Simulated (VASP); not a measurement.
# TaN: single point with PBE

Crystal: TaN.

```
Ta N
1.0
     0.28017    2.38567    2.38567
     2.38567    0.28017    2.38567
     2.38567    2.38567    0.28017
Ta N
1 1
Cartesian
  2.5258 2.5258 2.5258
  0.0000 0.0000 0.0000
```

| Item | Value |
| --- | --- |
| Program | VASP 6.6.1 |
| Task | single point |
| Functional | PBE |
| Potentials or basis | VASP PAW PBE potentials, release 64 (Ta_pv, N) |
| Cutoff | 520 eV |
| k mesh | 20 × 20 × 20 |
| Occupations | gaussian, width 0.15 eV |
| Spin | no spin polarisation |
| Dipole correction | no |
| Further INCAR settings | ALGO = Normal; EDIFF = 1e-06; NBANDS = 15 |

The pressure is -9.4 GPa. The band gap on the k mesh is zero (bands 8 and 9 overlap by 1.99 eV).

Stress tensor (GPa, compression positive):
```
-9.40 -5.37 -5.37
-5.37 -9.40 -5.37
-5.37 -5.37 -9.40
```

Levels at points of the mesh, in eV from the Fermi level:
```csv
k point,band 4,band 5,band 6,band 7,band 8,band 9,band 10,band 11,band 12,band 13
"(0.00, 0.00, 0.00)",-17.85,-3.78,-3.51,-2.54,-2.54,-0.98,-0.98,1.08,1.08,2.36
"(0.50, 0.00, 0.00)",-14.97,-9.27,-7.63,-5.88,-0.30,3.81,4.12,4.17,7.22,7.76
"(0.50, 0.50, 0.00)",-16.47,-6.04,-4.76,-4.28,-3.35,2.06,2.82,3.88,4.39,7.91
"(0.50, 0.50, 0.50)",-15.52,-9.64,-5.41,-5.41,1.00,1.45,1.45,5.26,6.33,6.33
```

It took 6.4 min on 1 thread of Intel Xeon 8259CL, on a shared host, peak memory 0.39 GiB.

Caveat: the cell stands under tension; spin-orbit coupling is left out, which moves the levels of the heavy elements.
